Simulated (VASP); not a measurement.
# GaAs (I-4m2) in VASP: notebook

Runs on GaAs. Level: r2SCAN. Tasks: single point.

Everything below comes from runs of VASP 6.6.1. Logs are shortened: lines on timing, memory, paths and dates and some standing lists are left out, and cuts for length are marked.

## (1) The cell of the first run

Symmetry: I-4m2, No. 119, tetragonal system. The conventional cell has a = 4.343 Å, b = 4.343 Å, c = 4.791 Å, α = 90.00°, β = 90.00°, γ = 90.00°. Ga (site symmetry -4m2) has 4 As at 2.48 Å within 3.3 Å. Within 3.3 Å of As (site symmetry -4m2) lie 4 Ga at 2.48 Å.

## (2) Single point, r2SCAN

File POSCAR:

```
GaAs
1.0
    0.0000000000      3.0709392844      2.3953326418
    3.0709392844      0.0000000000      2.3953326418
    3.0709392844      3.0709392844      0.0000000000
Ga As
1 1
Direct
    0.0000000000      0.0000000000      0.0000000000
    0.7500000000      0.7500000000      0.7500000000
```

File INCAR.step1:

```
ALGO = Normal ; EDIFF = 1E-4
ENCUT = 520 ; GGA = PE
ISMEAR = 0 ; LASPH = T
LCHARG = F ; LREAL = F
LWAVE = T ; NBANDS = 16
NELM = 100 ; PREC = Accurate
SIGMA = 0.05
```

File INCAR.step2:

```
ALGO = Normal ; EDIFF = 1E-6
ENCUT = 520 ; ISIF = 2
ISMEAR = 0 ; ISTART = 1
LASPH = T ; LCHARG = F
LMIXTAU = T ; LREAL = F
LWAVE = F ; METAGGA = R2SCAN
NBANDS = 16 ; NELM = 100
PREC = Accurate ; SIGMA = 0.05
```

File KPOINTS:

```
k-points
0
Gamma
  10 10 10
```

Potentials or basis: VASP PAW PBE potentials, release 64 (Ga_d, As).

Run with:

```console
> cat potpaw_PBE.64/Ga_d/POTCAR potpaw_PBE.64/As/POTCAR > POTCAR
> cp INCAR.step1 INCAR
> mpirun -np 1 vasp_std > vasp.out
> cp INCAR.step2 INCAR
> mpirun -np 1 vasp_std > vasp.out
```

OUTCAR:

```text
EDIFF = 1E-6
   ENCUT = 520
   ISIF = 2
   ISMEAR = 0
   ISTART = 1
   LASPH = T
   LREAL = F
   METAGGA = R2SCAN
   NELM = 100
   PREC = Accurate

 ion  position               nearest neighbor table
   1  0.000  0.000  0.000-   2 2.48   2 2.48   2 2.48   2 2.48
   2  0.750  0.750  0.750-   1 2.48   1 2.48   1 2.48   1 2.48

  LATTYP: Found a body centered tetragonal cell.
 ALAT       =     4.3429639852
 C/A-ratio  =     1.1030865786

  Lattice vectors:

 A1 = (   0.0000000000,  -3.0709392844,  -2.3953326418)
 A2 = (   0.0000000000,   3.0709392844,  -2.3953326418)
 A3 = (   3.0709392844,   0.0000000000,   2.3953326418)

Analysis of symmetry for initial positions (statically):
=====================================================================
 Subroutine PRICEL returns:
 Original cell was already a primitive cell.

 Routine SETGRP: Setting up the symmetry group for a
 body centered tetragonal supercell.

 Subroutine GETGRP returns: Found  8 space group operations
 (whereof  8 operations were pure point group operations)
 out of a pool of 16 trial point group operations.

The static configuration has the point symmetry D_2d.

Analysis of symmetry for dynamics (positions and initial velocities):
=====================================================================
 Subroutine PRICEL returns:
 Original cell was already a primitive cell.

 Routine SETGRP: Setting up the symmetry group for a
 body centered tetragonal supercell.

 Subroutine GETGRP returns: Found  8 space group operations
 (whereof  8 operations were pure point group operations)
 out of a pool of 16 trial point group operations.

The dynamic configuration has the point symmetry D_2d.

 Subroutine INISYM returns: Found  8 space group operations
 (whereof  8 operations are pure point group operations),
 and found     1 'primitive' translations

----------------------------------------------------------------------------------------

                                     Primitive cell

  volume of cell :      45.1792

  direct lattice vectors                    reciprocal lattice vectors
     0.000000000  3.070939284  2.395332642    -0.162816635  0.162816635  0.208739275
     3.070939284  0.000000000  2.395332642     0.162816635 -0.162816635  0.208739275
     3.070939284  3.070939284  0.000000000     0.162816635  0.162816635 -0.208739275

  length of vectors
     3.894648451  3.894648451  4.342963985     0.310790280  0.310790280  0.310790280

  position of ions in fractional coordinates (direct lattice)
     0.000000000  0.000000000  0.000000000
     0.750000000  0.750000000  0.750000000

  ion indices of the primitive-cell ions
   primitive index   ion index
                 1           1
                 2           2

----------------------------------------------------------------------------------------

 KPOINTS: k-points

Automatic generation of k-mesh.
 Grid dimensions read from file:
 generate k-points for:   10   10   10

 Generating k-lattice:

  Cartesian coordinates                     Fractional coordinates (reciprocal lattice)
    -0.016281663  0.016281663  0.020873928     0.100000000  0.000000000  0.000000000
     0.016281663 -0.016281663  0.020873928     0.000000000  0.100000000  0.000000000
     0.016281663  0.016281663 -0.020873928    -0.000000000 -0.000000000  0.100000000

  Length of vectors
     0.031079028  0.031079028  0.031079028

  Shift w.r.t. Gamma in fractional coordinates (k-lattice)
     0.000000000  0.000000000  0.000000000

 Subroutine IBZKPT returns following result:
 ===========================================

 Found    102 irreducible k-points:

 Following reciprocal coordinates:
            Coordinates               Weight
  0.000000  0.000000  0.000000      1.000000
  0.100000 -0.000000  0.000000      8.000000
  0.200000 -0.000000  0.000000      8.000000
  0.300000 -0.000000  0.000000      8.000000
  0.400000  0.000000  0.000000      8.000000
  0.500000  0.000000  0.000000      4.000000
[... 16 lines left out ...]
  0.300000  0.300000  0.000000      2.000000
  0.400000  0.300000  0.000000      8.000000
 [... further k-points ...]
   k-points           NKPTS =    102   k-points in BZ     NKDIM =    102   number of bands    NBANDS=     16
   number of dos      NEDOS =    301   number of ions     NIONS =      2
   total plane-waves  NPLWV =  28800
   dimension x,y,z NGX =    30 NGY =   30 NGZ =   32
   dimension x,y,z NGXF=    60 NGYF=   60 NGZF=   64
   ions per type =               1   1
   NGX,Y,Z   is equivalent  to a cutoff of  12.81, 12.81, 12.25 a.u.
   NGXF,Y,Z  is equivalent  to a cutoff of  25.61, 25.61, 24.50 a.u.
 SYSTEM =  unknown system
   PREC   = accura    normal or accurate (medium, high low for compatibility)
   ISTART =      1    job   : 0-new  1-cont  2-samecut
   ICHARG =      0    charge: 1-file 2-atom 10-const
   ISPIN  =      1    spin polarized calculation?
   LNONCOLLINEAR =      F non collinear calculations
   LSORBIT =      F    spin-orbit coupling
   LASPH  =      T    aspherical Exc in radial PAW
   ENCUT  =  520.0 eV  38.22 Ry    6.18 a.u.   7.24  7.24  8.08*2*pi/ulx,y,z
   NELM   =    100;   NELMIN=  2; NELMDL=  0     # of ELM steps
   EDIFF  = 0.1E-05   stopping-criterion for ELM
   LREAL  =      F    real-space projection
   EDIFFG = 0.1E-04   stopping-criterion for IOM
   NSW    =      0    number of steps for IOM
   IBRION =     -1    ionic relax: 0-MD 1-quasi-New 2-CG
   NFREE  =      0    steps in history (QN), initial steepest desc. (CG)
   ISIF   =      2    stress and relaxation
   ISYM   =      2    0-nonsym 1-usesym 2-fastsym
   POTIM  = 0.5000    time-step for ionic-motion
   TEBEG  =    0.0;   TEEND  =   0.0 temperature during run
   PSTRESS=    0.0 pullay stress
   NELECT =      18.0000    total number of electrons
   NUPDOWN=      -1.0000    fix difference up-down
   EMIN   =  10.00;   EMAX   =-10.00  energy-range for DOS
   EFERMI =   0.00;   METHOD = LEGACY
   ISMEAR =     0;   SIGMA  =   0.05  broadening in eV -4-tet -1-fermi 0-gaus
   EFERMI_NEDOS =   21; number of points for ismear=-14 and -15
   IALGO  =     38    algorithm
   IMIX   =      4    mixing-type and parameters
     AMIX     =   0.40;   BMIX     =  1.00
     AMIX_MAG =   1.60;   BMIX_MAG =  1.00
  volume/ion in A,a.u.               =      22.59       152.44
  Fermi-wavevector in a.u.,A,eV,Ry     =   1.204628  2.276417 19.743799  1.451128
  Thomas-Fermi vector in A             =   2.340347
   LORBIT       =      0    0 simple, 1 ext, 2 COOP (PROOUT), +10 PAW based schemes
   METAGGA = R2SCAN    functional components
   LHFCALC =     F    Hartree Fock is set to
   AEXX    =    0.0000 exact exchange contribution
   IVDW    =     0    specifies the selected vdW correction
   LEPSILON=     F    determine dielectric tensor
   LRPA    =     F    only Hartree local field effects (RPA)
 non-spin polarized calculation
 Gauss-broadening in eV      SIGMA  =   0.05
  energy-cutoff  :      520.00
  volume of cell :       45.18
 maximum number of plane-waves:      1246
 NGX is ok and might be reduce to    30

 number of electron      18.0000004 magnetization

 Free energy of the ion-electron system (eV)
  ---------------------------------------------------
  ext. energy  EPLUGINS =         0.00000000
  ---------------------------------------------------
  free energy    TOTEN  =       -26.77650709 eV

  energy without entropy =      -26.77639494  energy(sigma->0) =      -26.77645102

 E-fermi :   4.0147     XC(G=0): -10.3031

 val. band max:        3.9853336352   @ k =   0.1000   0.0000   0.1000
 cond. band min:       4.1812910053   @ k =   0.5000   0.5000   0.0000
 fundamental gap:      0.1959573701
 Fermi energy:         4.0147400987

 k-point     1 :       0.0000    0.0000    0.0000
  band No.  band energies     occupation
      1     -11.5977      2.00000
      2     -11.5976      2.00000
      3     -11.5460      2.00000
      4     -11.5446      2.00000
      5     -11.4843      2.00000
      6      -9.3956      2.00000
[... 8 lines left out ...]
     15      12.1437      0.00000
     16      14.3615      0.00000

 k-point     2 :       0.1000   -0.0000    0.0000
  band No.  band energies     occupation
      1     -11.6021      2.00000
      2     -11.5955      2.00000
      3     -11.5515      2.00000
      4     -11.5411      2.00000
      5     -11.4833      2.00000
      6      -9.2722      2.00000
[... 8 lines left out ...]
     15      12.6629      0.00000
     16      13.5592      0.00000

 k-point     3 :       0.2000   -0.0000    0.0000
  band No.  band energies     occupation
      1     -11.6171      2.00000
      2     -11.5904      2.00000
      3     -11.5545      2.00000
      4     -11.5391      2.00000
      5     -11.4801      2.00000
      6      -8.9170      2.00000
[... 8 lines left out ...]
     15      12.5903      0.00000
     16      14.7221      0.00000

 k-point     4 :       0.3000   -0.0000    0.0000
  band No.  band energies     occupation
      1     -11.6379      2.00000
      2     -11.5851      2.00000
      3     -11.5535      2.00000
      4     -11.5372      2.00000
      5     -11.4749      2.00000
      6      -8.3840      2.00000
[... 8 lines left out ...]
     15      13.9787      0.00000
     16      15.7593      0.00000
[... 324 lines left out ...]
 k-point    22 :      -0.2000    0.2000    0.0000
  band No.  band energies     occupation
      1     -11.6407      2.00000
      2     -11.5800      2.00000
      3     -11.5513      2.00000
      4     -11.5315      2.00000
      5     -11.4789      2.00000
      6      -8.3398      2.00000
[... 8 lines left out ...]
     15      13.6815      0.00000
     16      14.2369      0.00000

 k-point    23 :       0.3000    0.3000    0.0000
  band No.  band energies     occupation
      1     -11.6554      2.00000
      2     -11.5663      2.00000
      3     -11.5662      2.00000
      4     -11.5576      2.00000
      5     -11.4647      2.00000
      6      -7.6844      2.00000
[... 8 lines left out ...]
     15      14.3234      0.00000
     16      18.6632      0.00000

 k-point    24 :       0.4000    0.3000    0.0000
  band No.  band energies     occupation
      1     -11.6717      2.00000
      2     -11.5623      2.00000
      3     -11.5597      2.00000
      4     -11.5573      2.00000
      5     -11.4610      2.00000
      6      -7.1790      2.00000
[... 8 lines left out ...]
     15      15.7172      0.00000
     16      18.6816      0.00000

 [... further k-points ...]

------------------------ aborting loop because EDIFF is reached ----------------------------------------

  FORCE on cell =-STRESS in cart. coord.  units (eV):
  Direction    XX          YY          ZZ          XY          YZ          ZX
  --------------------------------------------------------------------------------------
  -------------------------------------------------------------------------------------
  Total       -1.0954437     -1.0954437      1.6841558      0.0000000      0.0000000      0.0000000
  in kB      -38.8474342    -38.8474342     59.7247812      0.0000000      0.0000000      0.0000000
  external PRESSURE =      -5.9900290 kB  Pullay stress =       0.0000000 kB

 VOLUME and BASIS-vectors are now :
 -----------------------------------------------------------------------------
  energy-cutoff  :      520.00
  volume of cell :       45.18
      direct lattice vectors                 reciprocal lattice vectors
     0.000000000  3.070939284  2.395332642    -0.162816635  0.162816635  0.208739275
     3.070939284  0.000000000  2.395332642     0.162816635 -0.162816635  0.208739275
     3.070939284  3.070939284  0.000000000     0.162816635  0.162816635 -0.208739275

 POSITION                                       TOTAL-FORCE (eV/Angst)
 -----------------------------------------------------------------------------------
      0.00000      0.00000      0.00000         0.000000      0.000000      0.000000
      4.60641      4.60641      3.59300        -0.000000     -0.000000     -0.000000
 -----------------------------------------------------------------------------------
    total drift:                                0.000020      0.000020     -0.000376

  FREE ENERGIE OF THE ION-ELECTRON SYSTEM (eV)
  ---------------------------------------------------
  free  energy   TOTEN  =       -26.7765070882 eV

  energy  without entropy=      -26.7763949418  energy(sigma->0) =      -26.77645102
```

Wall time 3.8 min (1 thread of AMD EPYC 7R13, shared host); peak memory 0.23 GiB.

Results:

| Quantity | Value |
| --- | --- |
| Free energy | -26.7765 eV |
| Pressure | -0.6 GPa |
| Band gap on the k mesh | zero (bands 9 and 10 overlap by 0.39 eV) |

Levels at points of the mesh, in eV from the Fermi level:
```csv
k point,band 5,band 6,band 7,band 8,band 9,band 10,band 11,band 12,band 13,band 14
"(0.00, 0.00, 0.00)",-15.50,-13.41,-0.69,-0.69,0.30,0.34,3.65,4.36,4.36,8.12
"(0.50, 0.00, 0.00)",-15.48,-11.55,-7.01,-2.28,-0.77,0.36,3.91,6.08,8.85,9.71
"(0.50, 0.50, 0.00)",-15.47,-10.28,-6.18,-4.01,-4.01,0.17,0.77,10.44,10.44,12.00
"(0.50, 0.00, 0.50)",-15.50,-11.14,-7.69,-2.35,-2.18,2.16,2.62,8.30,8.80,9.60
```

Caveat: the stress differs along the axes, from -4 to 6 GPa; semilocal functionals underestimate gaps, and a narrow one can read as zero; the PAW data sets were made with another functional, which shifts forces and pressure a little.

## (3) Single point, r2SCAN

This run uses another cell than the first one, of the same volume but with other edges.

File POSCAR:

```
GaAs
1.0
    0.0000000000      2.5901305056      3.3671696573
    2.5901305056      0.0000000000      3.3671696573
    2.5901305056      2.5901305056      0.0000000000
Ga As
1 1
Direct
    0.0000000000      0.0000000000      0.0000000000
    0.7500000000      0.7500000000      0.7500000000
```

File INCAR.step1:

```
SYSTEM = GaAs
ALGO = Normal ; EDIFF = 1E-4
ENCUT = 520 ; GGA = PE
ISMEAR = 0 ; LASPH = .TRUE.
LCHARG = .FALSE. ; LREAL = .FALSE.
LWAVE = .TRUE. ; NBANDS = 16
NELM = 60 ; PREC = Accurate
SIGMA = 0.05
```

File INCAR.step2:

```
SYSTEM = GaAs
ALGO = Normal ; EDIFF = 1E-6
ENCUT = 520 ; ISIF = 2
ISMEAR = 0 ; ISTART = 1
LASPH = .TRUE. ; LCHARG = .FALSE.
LMIXTAU = .TRUE. ; LREAL = .FALSE.
LWAVE = .FALSE. ; METAGGA = R2SCAN
NBANDS = 16 ; NELM = 60
PREC = Accurate ; SIGMA = 0.05
```

File KPOINTS:

```
k-points
0
G
  10 10 10
  0 0 0
```

Potentials or basis: VASP PAW PBE potentials, release 64 (Ga_d, As).

Run with:

```console
> cat potpaw_PBE.64/Ga_d/POTCAR potpaw_PBE.64/As/POTCAR > POTCAR
> cp INCAR.step1 INCAR
> mpirun -np 1 vasp_std > vasp.out
> cp INCAR.step2 INCAR
> mpirun -np 1 vasp_std > vasp.out
```

OUTCAR:

```text
SYSTEM = GaAs
   EDIFF = 1E-6
   ENCUT = 520
   ISIF = 2
   ISMEAR = 0
   ISTART = 1
   LASPH = .TRUE.
   LREAL = .FALSE.
   METAGGA = R2SCAN
   NELM = 60
   PREC = Accurate

 ion  position               nearest neighbor table
   1  0.000  0.000  0.000-   2 2.49   2 2.49   2 2.49   2 2.49
   2  0.750  0.750  0.750-   1 2.49   1 2.49   1 2.49   1 2.49

  LATTYP: Found a body centered tetragonal cell.
 ALAT       =     3.6629976893
 C/A-ratio  =     1.8384776311

  Lattice vectors:

 A1 = (  -2.5901305056,   0.0000000000,   3.3671696573)
 A2 = (   2.5901305056,   0.0000000000,   3.3671696573)
 A3 = (   0.0000000000,   2.5901305056,  -3.3671696573)

Analysis of symmetry for initial positions (statically):
=====================================================================
 Subroutine PRICEL returns:
 Original cell was already a primitive cell.

 Routine SETGRP: Setting up the symmetry group for a
 body centered tetragonal supercell.

 Subroutine GETGRP returns: Found  8 space group operations
 (whereof  8 operations were pure point group operations)
 out of a pool of 16 trial point group operations.

[... 161 lines left out ...]

 E-fermi :   4.3658     XC(G=0): -10.3084

 val. band max:        4.3657464025   @ k =  -0.2000   0.1000   0.0000
 cond. band min:       4.4334375492   @ k =   0.0000   0.0000   0.0000
 fundamental gap:      0.0676911467
 Fermi energy:         4.3657719633

 k-point     1 :       0.0000    0.0000    0.0000
  band No.  band energies     occupation
      1     -11.6283      2.00000
      2     -11.5554      2.00000
      3     -11.5553      2.00000
      4     -11.5241      2.00000
      5     -11.5080      2.00000
      6      -9.3772      2.00000
[... 433 lines left out ...]
      3     -11.5305      2.00000
      4     -11.5223      2.00000
      5     -11.4918      2.00000
      6      -8.0349      2.00000
[... 8 lines left out ...]
     15      16.0141      0.00000
     16      17.7889      0.00000

 [... further k-points ...]

------------------------ aborting loop because EDIFF is reached ----------------------------------------

  FORCE on cell =-STRESS in cart. coord.  units (eV):
  Direction    XX          YY          ZZ          XY          YZ          ZX
  --------------------------------------------------------------------------------------
  -------------------------------------------------------------------------------------
  Total        2.3336257      2.3336257     -4.3047433      0.0000000      0.0000000      0.0000000
  in kB       82.7567619     82.7567619   -152.6579953      0.0000000      0.0000000      0.0000000
  external PRESSURE =       4.2851762 kB  Pullay stress =       0.0000000 kB

 VOLUME and BASIS-vectors are now :
 -----------------------------------------------------------------------------
  energy-cutoff  :      520.00
  volume of cell :       45.18
      direct lattice vectors                 reciprocal lattice vectors
     0.000000000  2.590130506  3.367169657    -0.193040466  0.193040466  0.148492666
     2.590130506  0.000000000  3.367169657     0.193040466 -0.193040466  0.148492666
     2.590130506  2.590130506  0.000000000     0.193040466  0.193040466 -0.148492666

 POSITION                                       TOTAL-FORCE (eV/Angst)
 -----------------------------------------------------------------------------------
      0.00000      0.00000      0.00000        -0.000000     -0.000000      0.000000
      3.88520      3.88520      5.05075         0.000000      0.000000     -0.000000
 -----------------------------------------------------------------------------------
    total drift:                               -0.000196     -0.000196      0.000370

  FREE ENERGIE OF THE ION-ELECTRON SYSTEM (eV)
  ---------------------------------------------------
  free  energy   TOTEN  =       -26.4975163640 eV

  energy  without entropy=      -26.4970618972  energy(sigma->0) =      -26.49728913
```

Run time: 3.2 min. Hardware: 1 thread of AMD EPYC 7R13, shared host; peak memory 0.23 GiB.

What came out:

```
Free energy            : -26.4975 eV
Pressure               : 0.4 GPa
Band gap on the k mesh : zero (bands 9 and 10 overlap by 0.47 eV)
```

Levels at points of the mesh, in eV from the Fermi level:
| k point | band 7 | band 8 | band 9 | band 10 | band 11 | band 12 |
| --- | --- | --- | --- | --- | --- | --- |
| (0.00, 0.00, 0.00) | -2.14 | -0.51 | 0.07 | 0.07 | 3.54 | 3.54 |
| (0.50, 0.00, 0.00) | -7.36 | -2.96 | -0.43 | -0.38 | 4.91 | 5.37 |
| (0.50, 0.50, 0.00) | -8.59 | -1.98 | -1.98 | 2.59 | 3.13 | 9.14 |
| (0.50, 0.00, 0.50) | -6.93 | -3.82 | -3.68 | 0.54 | 0.64 | 7.53 |

Caveat: the stress differs along the axes, from -15 to 8 GPa; semilocal functionals underestimate gaps, and a narrow one can read as zero; the PAW data sets were made with another functional, which shifts forces and pressure a little.

The gap in the log of VASP goes by the Fermi energy; the results here count the filled bands.